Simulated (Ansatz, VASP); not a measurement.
Two plane-wave programs on WS2

```
CELL_PARAMETERS angstrom
3.15934 0.00000 0.00000
-1.57967 2.73607 0.00000
0.00000 0.00000 23.15214
ATOMIC_POSITIONS crystal
S 0.66667 0.33333 0.43193
S 0.66667 0.33333 0.56807
W 0.33333 0.66667 0.50000
```

Alike in both runs: functional PBE; dispersion D3(BJ); k mesh 9 × 9 × 1; occupations gaussian, width 0.05 eV; no spin polarisation.

Ansatz relaxed the structure, and its values are those at the end. VASP's run is a single point on that final structure, the one shown.

```csv
,VASP,Ansatz
version,VASP 6.6.1,Ansatz 0.2.0
potentials or method,"VASP PAW PBE potentials, release 64 (S, W_sv), cutoff 520 eV","scalar-relativistic, plane waves, PAW"
valence electrons in the cell,26,26
```

```tsv
	VASP	Ansatz	Ansatz less VASP
gap on the k mesh at the Fermi level (eV)	1.92	1.92	-0.004
```

Neither program's run includes spin-orbit coupling.
